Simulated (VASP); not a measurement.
Set up this calculation in VASP 6.6.1, as the native input.

* Task: single point
* Functional: PBE-based screened hybrid with 50 % exact exchange
* Potentials or basis: VASP PAW PBE potentials, release 64 (Zn, Se)
* Cutoff: 520 eV
* k mesh: 4 × 4 × 4
* Occupations: gaussian, width 0.01 eV
* Spin: no spin polarisation
* Dipole correction: no
* Grid for exact exchange (PRECFOCK): Normal
* Share of exact exchange: 0.5
* Further INCAR settings: ALGO = Normal; EDIFF = 1e-07; NBANDS = 16
* Screening parameter: 0.5 1/Å

The system is ZnSe.

```
Zn Se
1.0
     0.00000    2.83242    2.83242
     2.83242    0.00000    2.83242
     2.83242    2.83242    0.00000
Zn Se
1 1
Direct
  0.00000 0.00000 0.00000
  0.25000 0.25000 0.25000
```

These files were run (other wordings do the same):

POSCAR

```
ZnSe
1.0
    0.0000000000      2.8324246788      2.8324246788
    2.8324246788      0.0000000000      2.8324246788
    2.8324246788      2.8324246788      0.0000000000
Zn Se
1 1
Direct
    0.0000000000      0.0000000000      0.0000000000
    0.2500000000      0.2500000000      0.2500000000
```

INCAR.step1

```
ALGO     = Normal         # electronic algorithm
EDIFF    = 1E-5           # SCF threshold, eV
ENCUT    = 520            # plane-wave cutoff, eV
GGA      = PE             # functional
ISIF     = 2              # what is computed and relaxed
ISMEAR   = 0              # smearing method
LASPH    = True           # aspherical terms in the spheres
LCHARG   = False          # write CHGCAR
LREAL    = False          # projectors in reciprocal space
LWAVE    = True           # write WAVECAR
NBANDS   = 16             # bands
NELM     = 80             # most SCF steps
PREC     = Accurate       # precision mode
SIGMA    = 0.01           # smearing width, eV
```

INCAR.step2

```
AEXX     = 0.5            # exact-exchange fraction
ALGO     = Normal         # electronic algorithm
EDIFF    = 1E-7           # SCF threshold, eV
ENCUT    = 520            # plane-wave cutoff, eV
GGA      = PE             # functional
HFSCREEN = 0.5            # screening, 1/A
ISIF     = 2              # what is computed and relaxed
ISMEAR   = 0              # smearing method
ISTART   = 1            
LASPH    = True           # aspherical terms in the spheres
LCHARG   = False          # write CHGCAR
LHFCALC  = True           # exact exchange
LREAL    = False          # projectors in reciprocal space
LWAVE    = False          # write WAVECAR
NBANDS   = 16             # bands
NELM     = 80             # most SCF steps
PREC     = Accurate       # precision mode
PRECFOCK = Normal       
SIGMA    = 0.01           # smearing width, eV
```

KPOINTS

```
k-points
0
Gamma
  4 4 4
```

Potentials or basis: VASP PAW PBE potentials, release 64 (Zn, Se).

Run with:

```sh
$ cat potpaw_PBE.64/Zn/POTCAR potpaw_PBE.64/Se/POTCAR > POTCAR
$ cp INCAR.step1 INCAR
$ mpirun -np 1 vasp_std > vasp.out
$ cp INCAR.step2 INCAR
$ mpirun -np 1 vasp_std > vasp.out
```

It gave:

| Quantity | Value |
| --- | --- |
| Pressure | 1.7 GPa |
| Band gap on the k mesh | 2.63 eV |

Caveat: the k points lie up to 0.48 Å⁻¹ apart; the PAW data sets were made with another functional, which shifts forces and pressure a little.

Wall time 4.5 min on 1 thread of Intel(R) Xeon(R) 6975P-C (Granite Rapids) (shared host), peak memory 0.27 GiB.
